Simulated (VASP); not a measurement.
# InSb3 (P4mm) in VASP: a series of runs

InSb3 is run at these levels: PBE; tasks: single point.

Program: VASP 6.6.1. These are calculated values, not measurements. Logs are shortened: lines on timing, memory, paths and dates and some standing lists are left out, and cuts for length are marked.

## (1) The cell of the first run

The structure is tetragonal, space group P4mm (No. 99). The conventional cell has a = 4.814 Å, b = 4.814 Å, c = 10.128 Å, α = 90.00°, β = 90.00°, γ = 90.00°. Within 4.5 Å of In (site symmetry 4mm) lie 12 Sb at 3.40 Å. In (site symmetry 4mm) has 12 Sb at 3.40 to 3.77 Å within 4.5 Å. Within 4.5 Å of Sb (site symmetry 2mm) lie 4 In at 3.40 to 3.77 Å and 8 Sb at 3.40 to 3.77 Å. Within 4.5 Å of Sb (site symmetry 2mm) lie 4 In at 3.40 Å and 8 Sb at 3.40 Å. Sb (site symmetry 4mm) has 8 Sb at 3.40 Å and 4 In at 3.40 Å within 4.5 Å. Within 4.5 Å of Sb (site symmetry 4mm) lie 8 Sb at 3.40 to 3.77 Å and 4 In at 3.40 Å.

## (2) Single point, PBE (the distance across one plane changed)

The input, INCAR:

```
PREC = Accurate ; ENCUT = 520
EDIFF = 1E-6 ; ISMEAR = 0
SIGMA = 0.15 ; LREAL = False
LASPH = True ; NELM = 80
ALGO = Fast ; ISIF = 2
LWAVE = False ; LCHARG = False
GGA = PE ; NBANDS = 38
```

The input, KPOINTS:

```
Automatic mesh
0
Gamma
  10 10 5
```

The input, POSCAR:

```
InSb3
1.0
    0.0000000000     -4.8138367962      0.0000000000
    0.0000000000      0.0000000000     -4.8138367962
   10.1276735925      0.0000000000      0.0000000000
In Sb
2 6
Direct
    1.0000000000      1.0000000000      0.3564863702
    1.0000000000      1.0000000000      0.8318015304
    0.0000000000      0.5000000000      0.1188287901
    0.0000000000      0.5000000000      0.5941439503
    0.5000000000      0.5000000000      0.3564863702
    0.5000000000      0.5000000000      0.8318015304
    0.5000000000      0.0000000000      0.1188287901
    0.5000000000      0.0000000000      0.5941439503
```

Potentials or basis: VASP PAW PBE potentials, release 64 (In_d, Sb).

Run with:

```bash
$ cat potpaw_PBE.64/In_d/POTCAR potpaw_PBE.64/Sb/POTCAR > POTCAR
$ mpirun -np 1 vasp_std > vasp.out
```

OUTCAR:

```text
PREC = Accurate
   ENCUT = 520
   EDIFF = 1E-6
   ISMEAR = 0
   LREAL = False
   LASPH = True
   NELM = 80
   ISIF = 2
   GGA = PE

 ion  position               nearest neighbor table
   1  0.000  0.000  0.356-   4 3.40   8 3.40   4 3.40   8 3.40   3 3.40   7 3.40   7 3.40   3 3.40
                             5 3.40   5 3.40   5 3.40   5 3.40
   2  0.000  0.000  0.832-   4 3.40   8 3.40   4 3.40   8 3.40   6 3.40   6 3.40   6 3.40   6 3.40
                             3 3.77   7 3.77   7 3.77   3 3.77
   3  0.000  0.500  0.119-   1 3.40   5 3.40   1 3.40   5 3.40   7 3.40   7 3.40   7 3.40   7 3.40
                             6 3.77   6 3.77   2 3.77   2 3.77
   4  0.000  0.500  0.594-   1 3.40   2 3.40   5 3.40   6 3.40   1 3.40   2 3.40   5 3.40   6 3.40
                             8 3.40   8 3.40   8 3.40   8 3.40
   5  0.500  0.500  0.356-   4 3.40   8 3.40   8 3.40   4 3.40   7 3.40   7 3.40   3 3.40   3 3.40
                             1 3.40   1 3.40   1 3.40   1 3.40
   6  0.500  0.500  0.832-   4 3.40   8 3.40   8 3.40   4 3.40   2 3.40   2 3.40   2 3.40   2 3.40
                             7 3.77   3 3.77   7 3.77   3 3.77
   7  0.500  0.000  0.119-   1 3.40   5 3.40   5 3.40   1 3.40   3 3.40   3 3.40   3 3.40   3 3.40
                             2 3.77   2 3.77   6 3.77   6 3.77
   8  0.500  0.000  0.594-   1 3.40   2 3.40   5 3.40   6 3.40   5 3.40   6 3.40   1 3.40   2 3.40
                             4 3.40   4 3.40   4 3.40   4 3.40

  LATTYP: Found a simple tetragonal cell.
 ALAT       =     4.8138367962
 C/A-ratio  =     2.1038672521

  Lattice vectors:

 A1 = (   0.0000000000,  -4.8138367962,   0.0000000000)
 A2 = (   0.0000000000,   0.0000000000,  -4.8138367962)
 A3 = (  10.1276735925,   0.0000000000,   0.0000000000)

Analysis of symmetry for initial positions (statically):
=====================================================================
 Subroutine PRICEL returns:
 Original cell was already a primitive cell.

 Routine SETGRP: Setting up the symmetry group for a
 simple tetragonal supercell.

 Subroutine GETGRP returns: Found  8 space group operations
 (whereof  8 operations were pure point group operations)
 out of a pool of 16 trial point group operations.

The static configuration has the point symmetry C_4v.

Analysis of symmetry for dynamics (positions and initial velocities):
=====================================================================
 Subroutine PRICEL returns:
 Original cell was already a primitive cell.

 Routine SETGRP: Setting up the symmetry group for a
 simple tetragonal supercell.

 Subroutine GETGRP returns: Found  8 space group operations
 (whereof  8 operations were pure point group operations)
 out of a pool of 16 trial point group operations.

The dynamic configuration has the point symmetry C_4v.

 Subroutine INISYM returns: Found  8 space group operations
 (whereof  8 operations are pure point group operations),
 and found     1 'primitive' translations

----------------------------------------------------------------------------------------

                                     Primitive cell

  volume of cell :     234.6888

  direct lattice vectors                    reciprocal lattice vectors
     0.000000000 -4.813836796  0.000000000     0.000000000 -0.207734504  0.000000000
     0.000000000  0.000000000 -4.813836796     0.000000000  0.000000000 -0.207734504
    10.127673593  0.000000000  0.000000000     0.098739359  0.000000000  0.000000000

  length of vectors
     4.813836796  4.813836796 10.127673593     0.207734504  0.207734504  0.098739359

  position of ions in fractional coordinates (direct lattice)
     0.000000000  0.000000000  0.356486370
     0.000000000  0.000000000  0.831801530
     0.000000000  0.500000000  0.118828790
     0.000000000  0.500000000  0.594143950
     0.500000000  0.500000000  0.356486370
     0.500000000  0.500000000  0.831801530
     0.500000000  0.000000000  0.118828790
     0.500000000  0.000000000  0.594143950

  ion indices of the primitive-cell ions
   primitive index   ion index
                 1           1
                 2           2
                 3           3
                 4           4
                 5           5
                 6           6
                 7           7
                 8           8

----------------------------------------------------------------------------------------

 KPOINTS: Automatic mesh

Automatic generation of k-mesh.
 Grid dimensions read from file:
 generate k-points for:   10   10    5

 Generating k-lattice:

  Cartesian coordinates                     Fractional coordinates (reciprocal lattice)
     0.000000000 -0.020773450  0.000000000     0.100000000  0.000000000  0.000000000
     0.000000000  0.000000000 -0.020773450     0.000000000  0.100000000  0.000000000
     0.019747872  0.000000000  0.000000000     0.000000000  0.000000000  0.200000000

  Length of vectors
     0.020773450  0.020773450  0.019747872

  Shift w.r.t. Gamma in fractional coordinates (k-lattice)
     0.000000000  0.000000000  0.000000000

 Subroutine IBZKPT returns following result:
 ===========================================

 Found     63 irreducible k-points:

 Following reciprocal coordinates:
            Coordinates               Weight
  0.000000  0.000000  0.000000      1.000000
  0.100000  0.000000  0.000000      4.000000
  0.200000  0.000000  0.000000      4.000000
  0.300000  0.000000  0.000000      4.000000
  0.400000  0.000000  0.000000      4.000000
  0.500000  0.000000  0.000000      2.000000
[... 16 lines left out ...]
  0.100000  0.000000  0.200000      8.000000
  0.200000  0.000000  0.200000      8.000000
 [... further k-points ...]
   k-points           NKPTS =     63   k-points in BZ     NKDIM =     63   number of bands    NBANDS=     38
   number of dos      NEDOS =    301   number of ions     NIONS =      8
   total plane-waves  NPLWV = 103680
   dimension x,y,z NGX =    36 NGY =   36 NGZ =   80
   dimension x,y,z NGXF=    72 NGYF=   72 NGZF=  160
   ions per type =               2   6
   NGX,Y,Z   is equivalent  to a cutoff of  12.43, 12.43, 13.13 a.u.
   NGXF,Y,Z  is equivalent  to a cutoff of  24.87, 24.87, 26.26 a.u.
 SYSTEM =  unknown system
   PREC   = accura    normal or accurate (medium, high low for compatibility)
   ISTART =      0    job   : 0-new  1-cont  2-samecut
   ICHARG =      2    charge: 1-file 2-atom 10-const
   ISPIN  =      1    spin polarized calculation?
   LNONCOLLINEAR =      F non collinear calculations
   LSORBIT =      F    spin-orbit coupling
   LASPH  =      T    aspherical Exc in radial PAW
   ENCUT  =  520.0 eV  38.22 Ry    6.18 a.u.   8.95  8.95 18.83*2*pi/ulx,y,z
   NELM   =     80;   NELMIN=  2; NELMDL= -5     # of ELM steps
   EDIFF  = 0.1E-05   stopping-criterion for ELM
   LREAL  =      F    real-space projection
   EDIFFG = 0.1E-04   stopping-criterion for IOM
   NSW    =      0    number of steps for IOM
   IBRION =     -1    ionic relax: 0-MD 1-quasi-New 2-CG
   NFREE  =      0    steps in history (QN), initial steepest desc. (CG)
   ISIF   =      2    stress and relaxation
   ISYM   =      2    0-nonsym 1-usesym 2-fastsym
   POTIM  = 0.5000    time-step for ionic-motion
   TEBEG  =    0.0;   TEEND  =   0.0 temperature during run
   PSTRESS=    0.0 pullay stress
   NELECT =      56.0000    total number of electrons
   NUPDOWN=      -1.0000    fix difference up-down
   EMIN   =  10.00;   EMAX   =-10.00  energy-range for DOS
   EFERMI =   0.00;   METHOD = LEGACY
   ISMEAR =     0;   SIGMA  =   0.15  broadening in eV -4-tet -1-fermi 0-gaus
   EFERMI_NEDOS =   21; number of points for ismear=-14 and -15
   IALGO  =     68    algorithm
   IMIX   =      4    mixing-type and parameters
     AMIX     =   0.40;   BMIX     =  1.00
     AMIX_MAG =   1.60;   BMIX_MAG =  1.00
  volume/ion in A,a.u.               =      29.34       197.97
  Fermi-wavevector in a.u.,A,eV,Ry     =   1.015407  1.918840 14.028298  1.031051
  Thomas-Fermi vector in A             =   2.148691
   LORBIT       =      0    0 simple, 1 ext, 2 COOP (PROOUT), +10 PAW based schemes
   GGA     = PE    functional components
   LHFCALC =     F    Hartree Fock is set to
   AEXX    =    0.0000 exact exchange contribution
   IVDW    =     0    specifies the selected vdW correction
   LEPSILON=     F    determine dielectric tensor
   LRPA    =     F    only Hartree local field effects (RPA)
 non-spin polarized calculation
 RMM-DIIS sequential band-by-band and
 Gauss-broadening in eV      SIGMA  =   0.15
  energy-cutoff  :      520.00
  volume of cell :      234.69
 maximum number of plane-waves:      6384
 NGX is ok and might be reduce to    36
   NGX = 17   NGY = 17   NGZ = 37

 number of electron      56.0000015 magnetization

 Free energy of the ion-electron system (eV)
  ---------------------------------------------------
  ext. energy  EPLUGINS =         0.00000000
  ---------------------------------------------------
  free energy    TOTEN  =       -28.32139856 eV

  energy without entropy =      -28.27837068  energy(sigma->0) =      -28.29988462

 E-fermi :   7.1265     XC(G=0):  -9.8040

 val. band max:        7.1248613328   @ k =   0.1000   0.0000   0.4000
 cond. band min:       7.1500093030   @ k =   0.4000   0.3000   0.2000
 fundamental gap:      0.0251479701
 Fermi energy:         7.1265117459

 k-point     1 :       0.0000    0.0000    0.0000
  band No.  band energies     occupation
      1      -7.3480      2.00000
      2      -7.3423      2.00000
      3      -7.3399      2.00000
      4      -7.3399      2.00000
      5      -7.3358      2.00000
      6      -7.2957      2.00000
[... 30 lines left out ...]
     37       9.4373      0.00000
     38      11.4567      0.00000

 k-point     2 :       0.1000    0.0000    0.0000
  band No.  band energies     occupation
      1      -7.3468      2.00000
      2      -7.3417      2.00000
      3      -7.3414      2.00000
      4      -7.3399      2.00000
      5      -7.3368      2.00000
      6      -7.2949      2.00000
[... 30 lines left out ...]
     37       9.9632      0.00000
     38      11.0128      0.00000

 k-point     3 :       0.2000    0.0000    0.0000
  band No.  band energies     occupation
      1      -7.3464      2.00000
      2      -7.3444      2.00000
      3      -7.3397      2.00000
      4      -7.3394      2.00000
      5      -7.3385      2.00000
      6      -7.2929      2.00000
[... 30 lines left out ...]
     37      10.1979      0.00000
     38      10.4762      0.00000

 k-point     4 :       0.3000    0.0000    0.0000
  band No.  band energies     occupation
      1      -7.3522      2.00000
      2      -7.3427      2.00000
      3      -7.3422      2.00000
      4      -7.3394      2.00000
      5      -7.3341      2.00000
      6      -7.2917      2.00000
[... 30 lines left out ...]
     37       9.3846      0.00000
     38      10.9578      0.00000
[... 703 lines left out ...]
      4      -7.3399      2.00000
      5      -7.3358      2.00000
      6      -7.2959      2.00000
[... 30 lines left out ...]
     37      10.1509      0.00000
     38      11.6182      0.00000

 k-point    23 :       0.1000    0.0000    0.2000
  band No.  band energies     occupation
      1      -7.3468      2.00000
      2      -7.3417      2.00000
      3      -7.3412      2.00000
      4      -7.3398      2.00000
      5      -7.3368      2.00000
      6      -7.2951      2.00000
[... 30 lines left out ...]
     37      10.1956      0.00000
     38      11.2029      0.00000

 k-point    24 :       0.2000    0.0000    0.2000
  band No.  band energies     occupation
      1      -7.3463      2.00000
      2      -7.3444      2.00000
      3      -7.3396      2.00000
      4      -7.3394      2.00000
      5      -7.3383      2.00000
      6      -7.2931      2.00000
[... 30 lines left out ...]
     37      10.0938      0.00000
     38      10.4010      0.00000

 [... further k-points ...]
[... 5 lines left out ...]
  --------------------------------------------------------------------------------------
  -------------------------------------------------------------------------------------
  Total       -2.7246517     -2.6162584     -2.6162584      0.0000000      0.0000000      0.0000000
  in kB      -18.6006944    -17.8607134    -17.8607134      0.0000000      0.0000000      0.0000000
  external PRESSURE =     -18.1073737 kB  Pullay stress =       0.0000000 kB

 VOLUME and BASIS-vectors are now :
 -----------------------------------------------------------------------------
  energy-cutoff  :      520.00
  volume of cell :      234.69
      direct lattice vectors                 reciprocal lattice vectors
     0.000000000 -4.813836796  0.000000000     0.000000000 -0.207734504  0.000000000
     0.000000000  0.000000000 -4.813836796     0.000000000  0.000000000 -0.207734504
    10.127673593  0.000000000  0.000000000     0.098739359  0.000000000  0.000000000

 POSITION                                       TOTAL-FORCE (eV/Angst)
 -----------------------------------------------------------------------------------
      3.61038      0.00000      0.00000        -0.041733     -0.000000     -0.000000
      8.42421      0.00000      0.00000         0.355512      0.000000      0.000000
      1.20346      0.00000     -2.40692        -0.211128      0.000000     -0.000000
      6.01730      0.00000     -2.40692         0.107048      0.000000     -0.000000
      3.61038     -2.40692     -2.40692        -0.190564      0.000000     -0.000000
      8.42421     -2.40692     -2.40692         0.084945      0.000000     -0.000000
      1.20346     -2.40692      0.00000        -0.211128      0.000000     -0.000000
      6.01730     -2.40692      0.00000         0.107048      0.000000     -0.000000
 -----------------------------------------------------------------------------------
    total drift:                               -0.000061      0.000000      0.000000

  FREE ENERGIE OF THE ION-ELECTRON SYSTEM (eV)
  ---------------------------------------------------
  free  energy   TOTEN  =       -28.3213985565 eV

  energy  without entropy=      -28.2783706811  energy(sigma->0) =      -28.29988462
```

Wall time 16 min (1 thread of Oxide Virtual Turin-like, shared host); peak memory 0.59 GiB.

Results:

- Free energy: -28.3214 eV
- Pressure: -1.8 GPa
- Largest force: 0.356 eV/Å
- Band gap on the k mesh: zero (bands 28 and 29 overlap by 1.62 eV)

Forces in eV/Å, atoms in the order of the input:
```
In  -0.042  0.000  0.000
In   0.356  0.000  0.000
Sb  -0.211  0.000  0.000
Sb   0.107  0.000  0.000
Sb  -0.191  0.000  0.000
Sb   0.085  0.000  0.000
Sb  -0.211  0.000  0.000
Sb   0.107  0.000  0.000
```

Caveat: the cell differs from its parent crystal (the distance across one plane changed); spin-orbit coupling is left out, which moves the levels of the heavy elements.

(Continued in part 2 of 2.)

The gap in the log of VASP goes by the Fermi energy; the results here count the filled bands.